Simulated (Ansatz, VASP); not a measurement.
## Two plane-wave programs on TiSi2

```
CELL_PARAMETERS angstrom
-1.47287 1.71213 4.21208
1.47287 -1.71213 4.21208
1.47287 1.71213 -4.21208
ATOMIC_POSITIONS crystal
Ti 0.00000 0.00000 0.00000
Si 0.67008 0.67008 0.00000
Si 0.32992 0.32992 0.00000
```

Alike in both runs: task single point; functional LDA; k mesh 12 × 12 × 12; occupations fermi-dirac, width 0.05 eV; no spin polarisation.

|  | VASP | Ansatz |
| --- | --- | --- |
| version | VASP 6.6.1 | Ansatz 0.2.0 |
| potentials or method | VASP PAW LDA potentials, release 64 (Ti_sv, Si) | Ansatz PAW |
| plane-wave cutoff (eV) | 520 | 420 |
| valence electrons in the cell | 20 | 20 |

VASP gave:

| Property | Result |
| --- | --- |
| gap on the k mesh at the Fermi level (eV) | none |
| pressure (GPa) | -6.4 |
| traceless stress, the component that is largest in VASP (GPa) | 0.77 |
| rms of the force components (eV/Å) | 0.052 |

**Question.** What did Ansatz give for the same quantities?

**Answer.** gap on the k mesh at the Fermi level (eV): none; pressure (GPa): -6.6; traceless stress, the component that is largest in VASP (GPa): 0.79; rms of the force components (eV/Å): 0.054.

LDA's correlation is that of Perdew and Zunger in VASP and of Perdew and Wang (1992) in Ansatz. Atom by atom the forces differ by 0.002 eV/Å (rms over components). A gap of «none» marks a metal or a gap that the smearing closes.
